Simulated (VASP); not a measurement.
# GaF (Pm-3m) in VASP: notebook, part 2 of 2

VASP 6.6.1. Earlier steps stand in the parts before.

## 5. Density of states, PBEsol

POSCAR

```
GaF
1.0
    3.1659200000      0.0000000000      0.0000000000
    0.0000000000      3.1659200000      0.0000000000
    0.0000000000      0.0000000000      3.1659200000
Ga F
1 1
Direct
    0.0000000000      0.0000000000      0.0000000000
    0.5000000000      0.5000000000      0.5000000000
```

INCAR.step1

```
SYSTEM = GaF
PREC = Accurate
ENCUT = 520
EDIFF = 1E-6
ISMEAR = -1
SIGMA = 0.05
LREAL = .FALSE.
LASPH = .TRUE.
NELM = 60
ALGO = Normal
ISIF = 2
LWAVE = .FALSE.
LCHARG = .TRUE.
GGA = PS
NBANDS = 17
```

KPOINTS.step1

```
Automatic mesh
0
G
  5 5 5
  0 0 0
```

INCAR.step2

```
SYSTEM = GaF
PREC = Accurate
ENCUT = 520
EDIFF = 1E-6
ISMEAR = -5
SIGMA = 0.05
LREAL = .FALSE.
LASPH = .TRUE.
NELM = 60
ALGO = Normal
ISIF = 2
LWAVE = .FALSE.
LCHARG = .FALSE.
GGA = PS
LORBIT = 11
NBANDS = 17
NEDOS = 2001
ICHARG = 11
```

KPOINTS.step2

```
Automatic mesh
0
G
  8 8 8
  0 0 0
```

The run is started by

```sh
$ cat potpaw_PBE.64/Ga_d/POTCAR potpaw_PBE.64/F/POTCAR > POTCAR
$ cp INCAR.step1 INCAR
$ cp KPOINTS.step1 KPOINTS
$ mpirun -np 1 vasp_std > vasp.out
$ cp INCAR.step2 INCAR
$ cp KPOINTS.step2 KPOINTS
$ mpirun -np 1 vasp_std > vasp.out
```

Run time: 12 s. Hardware: 1 thread of Intel Xeon Platinum 8259CL at 2.50GHz (Skylake/Cascade Lake), shared host; peak memory 0.14 GiB.

It converged, with:

```
Valence electrons inside the program's atomic spheres : Ga 11.34; F 6.00
```

Levels at points of the mesh, in eV from the valence-band top:
| k point | band 6 | band 7 | band 8 | band 9 | band 10 | band 11 | band 12 | band 13 | band 14 | band 15 |
| --- | --- | --- | --- | --- | --- | --- | --- | --- | --- | --- |
| (0.00, 0.00, 0.00) | -14.11 | -6.14 | -3.48 | -3.48 | -3.48 | 8.26 | 8.26 | 8.26 | 9.61 | 9.61 |
| (0.50, 0.00, 0.00) | -14.10 | -6.89 | -3.20 | -3.20 | -0.79 | 0.22 | 8.40 | 8.40 | 12.43 | 13.93 |
| (0.50, 0.50, 0.00) | -14.07 | -4.93 | -4.93 | -3.10 | -2.68 | 3.37 | 3.37 | 8.97 | 10.32 | 16.04 |
| (0.50, 0.50, 0.50) | -14.06 | -4.05 | -4.05 | -4.05 | 0.00 | 2.25 | 2.25 | 2.25 | 11.77 | 11.77 |

Caveat: the PAW data sets were made with another functional, which shifts forces and pressure a little.

## 6. Density of states, RPBE

POSCAR is that of step 5.

INCAR.step1: that of step 5 with these lines changed.

```diff
@@ -8,3 +8,3 @@
 LASPH = .TRUE.
-NELM = 60
+NELM = 100
 ALGO = Normal
@@ -13,3 +13,3 @@
 LCHARG = .TRUE.
-GGA = PS
+GGA = RP
 NBANDS = 17
```

KPOINTS.step1

```
regular mesh
0
G
  5 5 5
  0 0 0
```

INCAR.step2: that of step 5 with these lines changed.

```diff
@@ -8,3 +8,3 @@
 LASPH = .TRUE.
-NELM = 60
+NELM = 100
 ALGO = Normal
@@ -13,4 +13,4 @@
 LCHARG = .FALSE.
-GGA = PS
-LORBIT = 11
+GGA = RP
+LORBIT = 10
 NBANDS = 17
```

KPOINTS.step2

```
regular mesh
0
G
  8 8 8
  0 0 0
```

Potentials or basis: VASP PAW PBE potentials, release 64 (Ga_d, F).

The run is started by

```sh
$ cat potpaw_PBE.64/Ga_d/POTCAR potpaw_PBE.64/F/POTCAR > POTCAR
$ cp INCAR.step1 INCAR
$ cp KPOINTS.step1 KPOINTS
$ mpirun -np 1 vasp_std > vasp.out
$ cp INCAR.step2 INCAR
$ cp KPOINTS.step2 KPOINTS
$ mpirun -np 1 vasp_std > vasp.out
```

OUTCAR:

```text
SYSTEM = GaF
   PREC = Accurate
   ENCUT = 520
   EDIFF = 1E-6
   ISMEAR = -5
   LREAL = .FALSE.
   LASPH = .TRUE.
   NELM = 100
   ISIF = 2
   GGA = RP
   LORBIT = 10
   ICHARG = 11

 ion  position               nearest neighbor table
   1  0.000  0.000  0.000-
   2  0.500  0.500  0.500-

  LATTYP: Found a simple cubic cell.
 ALAT       =     3.1659200000

  Lattice vectors:

 A1 = (   3.1659200000,   0.0000000000,   0.0000000000)
 A2 = (   0.0000000000,   3.1659200000,   0.0000000000)
 A3 = (   0.0000000000,   0.0000000000,   3.1659200000)

Analysis of symmetry for initial positions (statically):
=====================================================================
 Subroutine PRICEL returns:
 Original cell was already a primitive cell.

 Routine SETGRP: Setting up the symmetry group for a
 simple cubic supercell.

 Subroutine GETGRP returns: Found 48 space group operations
 (whereof 48 operations were pure point group operations)
 out of a pool of 48 trial point group operations.

The static configuration has the point symmetry O_h .

Analysis of symmetry for dynamics (positions and initial velocities):
=====================================================================
 Subroutine PRICEL returns:
 Original cell was already a primitive cell.

 Routine SETGRP: Setting up the symmetry group for a
 simple cubic supercell.

 Subroutine GETGRP returns: Found 48 space group operations
 (whereof 48 operations were pure point group operations)
 out of a pool of 48 trial point group operations.

The dynamic configuration has the point symmetry O_h .

 Subroutine INISYM returns: Found 48 space group operations
 (whereof 48 operations are pure point group operations),
 and found     1 'primitive' translations

----------------------------------------------------------------------------------------

                                     Primitive cell

  volume of cell :      31.7322

  direct lattice vectors                    reciprocal lattice vectors
     3.165920000  0.000000000  0.000000000     0.315863951  0.000000000  0.000000000
     0.000000000  3.165920000  0.000000000     0.000000000  0.315863951  0.000000000
     0.000000000  0.000000000  3.165920000     0.000000000  0.000000000  0.315863951

  length of vectors
     3.165920000  3.165920000  3.165920000     0.315863951  0.315863951  0.315863951

  position of ions in fractional coordinates (direct lattice)
     0.000000000  0.000000000  0.000000000
     0.500000000  0.500000000  0.500000000

  ion indices of the primitive-cell ions
   primitive index   ion index
                 1           1
                 2           2

----------------------------------------------------------------------------------------

 KPOINTS: regular mesh

Automatic generation of k-mesh.
 Grid dimensions read from file:
 generate k-points for:    8    8    8

 Generating k-lattice:

  Cartesian coordinates                     Fractional coordinates (reciprocal lattice)
     0.039482994  0.000000000  0.000000000     0.125000000  0.000000000  0.000000000
     0.000000000  0.039482994  0.000000000     0.000000000  0.125000000  0.000000000
     0.000000000  0.000000000  0.039482994     0.000000000  0.000000000  0.125000000

  Length of vectors
     0.039482994  0.039482994  0.039482994

  Shift w.r.t. Gamma in fractional coordinates (k-lattice)
     0.000000000  0.000000000  0.000000000

 TETIRR: Found    250 inequivalent tetrahedra from     3072

 Subroutine IBZKPT returns following result:
 ===========================================

 Found     35 irreducible k-points:

 Following reciprocal coordinates:
            Coordinates               Weight
  0.000000  0.000000  0.000000      1.000000
  0.125000  0.000000  0.000000      6.000000
  0.250000  0.000000  0.000000      6.000000
  0.375000  0.000000  0.000000      6.000000
  0.500000  0.000000  0.000000      3.000000
  0.125000  0.125000  0.000000     12.000000
[... 16 lines left out ...]
  0.375000  0.375000  0.125000     24.000000
  0.500000  0.375000  0.125000     24.000000
 [... further k-points ...]
   k-points           NKPTS =     35   k-points in BZ     NKDIM =     35   number of bands    NBANDS=     17
   number of dos      NEDOS =   2001   number of ions     NIONS =      2
   total plane-waves  NPLWV =  13824
   dimension x,y,z NGX =    24 NGY =   24 NGZ =   24
   dimension x,y,z NGXF=    48 NGYF=   48 NGZF=   48
   ions per type =               1   1
   NGX,Y,Z   is equivalent  to a cutoff of  12.60, 12.60, 12.60 a.u.
   NGXF,Y,Z  is equivalent  to a cutoff of  25.21, 25.21, 25.21 a.u.
 SYSTEM =  GaF
   PREC   = accura    normal or accurate (medium, high low for compatibility)
   ISTART =      0    job   : 0-new  1-cont  2-samecut
   ICHARG =     11    charge: 1-file 2-atom 10-const
   ISPIN  =      1    spin polarized calculation?
   LNONCOLLINEAR =      F non collinear calculations
   LSORBIT =      F    spin-orbit coupling
   LASPH  =      T    aspherical Exc in radial PAW
   ENCUT  =  520.0 eV  38.22 Ry    6.18 a.u.   5.89  5.89  5.89*2*pi/ulx,y,z
   NELM   =    100;   NELMIN=  2; NELMDL=  0     # of ELM steps
   EDIFF  = 0.1E-05   stopping-criterion for ELM
   LREAL  =      F    real-space projection
   EDIFFG = 0.1E-04   stopping-criterion for IOM
   NSW    =      0    number of steps for IOM
   IBRION =     -1    ionic relax: 0-MD 1-quasi-New 2-CG
   NFREE  =      0    steps in history (QN), initial steepest desc. (CG)
   ISIF   =      2    stress and relaxation
   ISYM   =      2    0-nonsym 1-usesym 2-fastsym
   POTIM  = 0.5000    time-step for ionic-motion
   TEBEG  =    0.0;   TEEND  =   0.0 temperature during run
   PSTRESS=    0.0 pullay stress
   NELECT =      20.0000    total number of electrons
   NUPDOWN=      -1.0000    fix difference up-down
   EMIN   =  10.00;   EMAX   =-10.00  energy-range for DOS
   EFERMI =   0.00;   METHOD = LEGACY
   ISMEAR =    -5;   SIGMA  =   0.05  broadening in eV -4-tet -1-fermi 0-gaus
   EFERMI_NEDOS =   21; number of points for ismear=-14 and -15
   IALGO  =     38    algorithm
   IMIX   =      4    mixing-type and parameters
     AMIX     =   0.40;   BMIX     =  1.00
     AMIX_MAG =   1.60;   BMIX_MAG =  1.00
  volume/ion in A,a.u.               =      15.87       107.07
  Fermi-wavevector in a.u.,A,eV,Ry     =   1.403627  2.652469 26.805754  1.970167
  Thomas-Fermi vector in A             =   2.526269
   LORBIT       =     10    0 simple, 1 ext, 2 COOP (PROOUT), +10 PAW based schemes
   GGA     = RP    functional components
   LHFCALC =     F    Hartree Fock is set to
   AEXX    =    0.0000 exact exchange contribution
   IVDW    =     0    specifies the selected vdW correction
   LEPSILON=     F    determine dielectric tensor
   LRPA    =     F    only Hartree local field effects (RPA)
 non-spin polarized calculation
 Fermi weights with tetrahedron method with Bloechl corrections
  energy-cutoff  :      520.00
  volume of cell :       31.73
 maximum number of plane-waves:       876
 NGX is ok and might be reduce to    24

 number of electron      19.9999980 magnetization

 Free energy of the ion-electron system (eV)
  ---------------------------------------------------
  ext. energy  EPLUGINS =         0.00000000
  ---------------------------------------------------
  free energy    TOTEN  =        -6.83503208 eV

  energy without entropy =       -6.83503208  energy(sigma->0) =       -6.83503208

 E-fermi :   2.8364     XC(G=0):  -9.8276

 val. band max:        2.8137690837   @ k =   0.5000   0.5000   0.5000
 cond. band min:       3.1567066771   @ k =   0.5000   0.0000   0.0000
 fundamental gap:      0.3429375935
 Fermi energy:         2.8364138092

 k-point     1 :       0.0000    0.0000    0.0000
  band No.  band energies     occupation
      1     -19.5961      2.00000
      2     -11.6173      2.00000
      3     -11.6173      2.00000
      4     -11.4520      2.00000
      5     -11.4520      2.00000
      6     -11.4520      2.00000
[... 9 lines left out ...]
     16      19.6500      0.00000
     17      25.6673      0.00000
[... 441 lines left out ...]
 k-point    24 :       0.5000    0.3750    0.1250
  band No.  band energies     occupation
      1     -19.3526      2.00000
      2     -11.5363      2.00000
      3     -11.5222      2.00000
      4     -11.4977      2.00000
      5     -11.4925      2.00000
      6     -11.4293      2.00000
[... 9 lines left out ...]
     16      18.4142      0.00000
     17      20.5589      0.00000

 [... further k-points ...]
[... 5 lines left out ...]
  --------------------------------------------------------------------------------------
  -------------------------------------------------------------------------------------
  Total        0.7266848      0.7266848      0.7266848     -0.0000000      0.0000000      0.0000000
  in kB       36.6907719     36.6907719     36.6907719     -0.0000000      0.0000000      0.0000000
  external PRESSURE =      36.6907719 kB  Pullay stress =       0.0000000 kB

 VOLUME and BASIS-vectors are now :
 -----------------------------------------------------------------------------
  energy-cutoff  :      520.00
  volume of cell :       31.73
      direct lattice vectors                 reciprocal lattice vectors
     3.165920000  0.000000000  0.000000000     0.315863951  0.000000000  0.000000000
     0.000000000  3.165920000  0.000000000     0.000000000  0.315863951  0.000000000
     0.000000000  0.000000000  3.165920000     0.000000000  0.000000000  0.315863951

 POSITION                                       TOTAL-FORCE (eV/Angst)
 -----------------------------------------------------------------------------------
      0.00000      0.00000      0.00000         0.000000      0.000000      0.000000
      1.58296      1.58296      1.58296         0.000000      0.000000      0.000000
 -----------------------------------------------------------------------------------
    total drift:                                0.000000      0.000000     -0.000000

  FREE ENERGIE OF THE ION-ELECTRON SYSTEM (eV)
  ---------------------------------------------------
  free  energy   TOTEN  =        -6.8350320762 eV

  energy  without entropy=       -6.8350320762  energy(sigma->0) =       -6.83503208

 total charge

# of ion       s       p       d       tot
------------------------------------------
    1        1.262   0.154   9.943  11.358
    2        1.750   4.290   0.000   6.039
--------------------------------------------------
tot          3.011   4.443   9.943  17.397
```

It took 12 s on 1 thread of Intel Xeon Platinum 8259CL at 2.50GHz (Skylake/Cascade Lake), shared host; peak memory 0.14 GiB.

What came out:

```
Valence electrons inside the program's atomic spheres : Ga 11.36; F 6.04
```

Caveat: the PAW data sets were made with another functional, which shifts forces and pressure a little.
